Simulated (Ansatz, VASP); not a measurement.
**CoO in VASP and in Ansatz**

The input INCAR:

```
PREC = Accurate
ENCUT = 520
EDIFF = 1E-7
ISMEAR = 0
SIGMA = 0.05
LREAL = False
LASPH = True
NELM = 150
ALGO = Normal
ISIF = 2
LWAVE = False
LCHARG = True
ISPIN = 2
MAGMOM = 2.54 2.54 0.32 0.32
LORBIT = 11
LMAXMIX = 4
LDAU = True
LDAUTYPE = 2
LDAUL = 2 -1
LDAUU = 1 0
LDAUJ = 0 0
LDAUPRINT = 1
GGA = PE
LELF = True
LVHAR = True
NBANDS = 27
```

File KPOINTS:

```
regular mesh
0
Gamma
  8 8 8
```

Contents of POSCAR:

```
CoO
1.0
    0.0000000000      2.1315016600      2.1315016600
    2.1315016600      0.0000000000      2.1315016600
    4.2630033200      4.2630033200      0.0000000000
Co O
2 2
Direct
    0.0000000000      0.0000000000      0.0000000000
    0.0000000000      0.0000000000      0.5000000000
    0.5000000000      0.5000000000      0.2500000000
    0.5000000000      0.5000000000      0.7500000000
```

Input for Ansatz:

```yaml
crystal:
  lattice:
    - [0.0, 2.13150166, 2.13150166]
    - [2.13150166, 0.0, 2.13150166]
    - [4.26300332, 4.26300332, 0.0]
  atoms:
    - { symbol: Co, position: [0.0, 0.0, 0.0], spin: 1.5 }
    - { symbol: O, position: [0.5, 0.5, 0.25] }
    - { symbol: Co, position: [0.0, 0.0, 0.5], spin: 1.5 }
    - { symbol: O, position: [0.5, 0.5, 0.75] }
basis:
  ecutwfc: 420
  ecutrho_ratio: 4
kpoints:
  mp_grid: { grid: [8, 8, 8] }
hamiltonian:
  xc: pbe
  hubbard:
    sites: [{ site: 0, l: d, u_eff: 1.0 }, { site: 2, l: d, u_eff: 1.0 }]
scf:
  occupations: { method: gaussian, width: 0.05 }
  lower_state_search: "off"
  max_iter: 150
output:
  forces: true
  stress: true
  eigenvalues: true
  populations: true
  hubbard: { sites: [{ site: 0, l: d }, { site: 2, l: d }] }
magnetization:
  spin_polarized: true
  initial_magnetization: 3.0
  spin_locking: { lock_magnetization: soft, n_iters: 12 }
```

Alike in both runs: task single point; functional PBE; k mesh 8 × 8 × 8; occupations gaussian, width 0.05 eV; collinear spin; Hubbard terms Co d U = 1.0 eV.

|  | VASP | Ansatz |
| --- | --- | --- |
| version | VASP 6.6.1 | Ansatz 0.2.0 |
| potentials or method | VASP PAW PBE potentials, release 64 (Co, O), cutoff 520 eV | scalar-relativistic, plane waves, PAW |
| valence electrons in the cell | 30 | 46 |

|  | VASP | Ansatz | Ansatz less VASP |
| --- | --- | --- | --- |
| gap on the k mesh at the Fermi level (eV) | none | none | - |
| pressure (GPa) | -1.9 | 0.6 | +2.55 |
| net moment per atom (μB) | 1.50 | 1.49 | -0.006 |
| size of the moment on the site where the two differ most (μB) | 2.65 | 2.54 | -0.111 |

Site moments also hang on the region over which each program counts them. The programs project onto different local orbitals, so the same U acts differently, and such runs can settle in different states. A gap of «none» marks a metal or a gap that the smearing closes. VASP's potentials hold 30 valence electrons a cell and Ansatz's 46, so a difference there can come from the potentials and not from the codes. Ansatz's warnings: filled band counts differ across k points, stress scf threshold loose.
